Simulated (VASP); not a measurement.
A run of VASP 6.6.1 is set up as follows.

The input POSCAR:

```
TaN
1.0
    0.0000000000      2.1245250000      2.1790000000
    2.1245250000      0.0000000000      2.1790000000
    2.1245250000      2.1245250000      0.0000000000
Ta N
1 1
Direct
    0.5000000000      0.5000000000      0.5000000000
    0.0000000000      0.0000000000      0.0000000000
```

INCAR.step1

```
SYSTEM = TaN
PREC = Accurate
ENCUT = 520
ISMEAR = -1
SIGMA = 0.05
LREAL = .False.
LASPH = .True.
NELM = 60
NBANDS = 15
GGA = PE
ALGO = Normal
EDIFF = 1E-4
LWAVE = .True.
LCHARG = .False.
```

File INCAR.step2:

```
SYSTEM = TaN
PREC = Accurate
ENCUT = 520
EDIFF = 1E-6
ISMEAR = -1
SIGMA = 0.05
LREAL = .False.
LASPH = .True.
NELM = 60
ALGO = Normal
ISIF = 2
LWAVE = .False.
LCHARG = .False.
METAGGA = R2SCAN
LMIXTAU = .True.
NBANDS = 15
ISTART = 1
```

File KPOINTS:

```
Automatic mesh
0
Gamma
  14 14 14
  0 0 0
```

Potentials or basis: VASP PAW PBE potentials, release 64 (Ta_pv, N).

Run with:

```console
$ cat potpaw_PBE.64/Ta_pv/POTCAR potpaw_PBE.64/N/POTCAR > POTCAR
$ cp INCAR.step1 INCAR
$ mpirun -np 1 vasp_std > vasp.out
$ cp INCAR.step2 INCAR
$ mpirun -np 1 vasp_std > vasp.out
```

(1) Estimate the band gap on the k mesh.

(2) Predict the pressure.

Results:

(1) zero (bands 8 and 9 overlap by 4.36 eV).

(2) 35.2 GPa.

Caveat: the cell stands under pressure; the PAW data sets were made with another functional, which shifts forces and pressure a little; spin-orbit coupling is left out, which moves the levels of the heavy elements.
